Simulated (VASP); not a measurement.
Input of a VASP 6.6.1 run:

File INCAR:

```
PREC     = Accurate       # precision mode
ENCUT    = 600            # plane-wave cutoff, eV
EDIFF    = 1E-7           # SCF threshold, eV
ISMEAR   = 0              # smearing method
SIGMA    = 0.1            # smearing width, eV
LREAL    = F              # projectors in reciprocal space
LASPH    = T              # aspherical terms in the spheres
NELM     = 100            # most SCF steps
ALGO     = Normal         # electronic algorithm
ISIF     = 3              # what is computed and relaxed
LWAVE    = F              # write WAVECAR
LCHARG   = F              # write CHGCAR
GGA      = PE             # functional
IBRION   = 2              # ionic algorithm
NSW      = 90             # ionic steps
EDIFFG   = -0.04          # ionic threshold
```

Contents of KPOINTS:

```
regular mesh
0
Gamma
  4 4 4
```

Contents of POSCAR:

```
Bi3H8
1.0
    4.2177745500      0.0000000000      0.0000000000
    0.0000000000      4.2177745500      0.0000000000
    0.0000000000      0.0000000000      5.2415488200
Bi H
3 8
Direct
    0.5000000000      0.0000000000      0.4256381700
    0.0000000000      0.5000000000      0.4256381700
    0.0000000000      0.0000000000      0.6143444800
    0.6281646300      0.1727321800      0.0884536500
    0.3718353700      0.8272678200      0.0884536500
    0.8272678200      0.6281646300      0.0884536500
    0.1727321800      0.3718353700      0.0884536500
    0.6281646300      0.8272678200      0.0884536500
    0.3718353700      0.1727321800      0.0884536500
    0.8272678200      0.3718353700      0.0884536500
    0.1727321800      0.6281646300      0.0884536500
```

Potentials or basis: VASP PAW PBE potentials, release 64 (Bi_d, H).

Command:

```sh
$ cat potpaw_PBE.64/Bi_d/POTCAR potpaw_PBE.64/H/POTCAR > POTCAR
$ mpirun -np 1 vasp_std > vasp.out
```

(1) Estimate the space group after relaxing (to 0.1 Å).

(2) Predict the relaxed volume.

(3) What does it give for the relaxed cell?

Answers

(1) P4mm (No. 99).

(2) 18.17 Å³/atom.

(3) a = 5.014 Å, b = 5.014 Å, c = 7.948 Å, α = 90.00°, β = 90.00°, γ = 90.00°.

Caveat: the k points lie up to 0.31 Å⁻¹ apart in the final cell, too coarse for converged energies and pressures of a metal; the volume moved by over 15 % at a fixed basis, so the end points are rough.
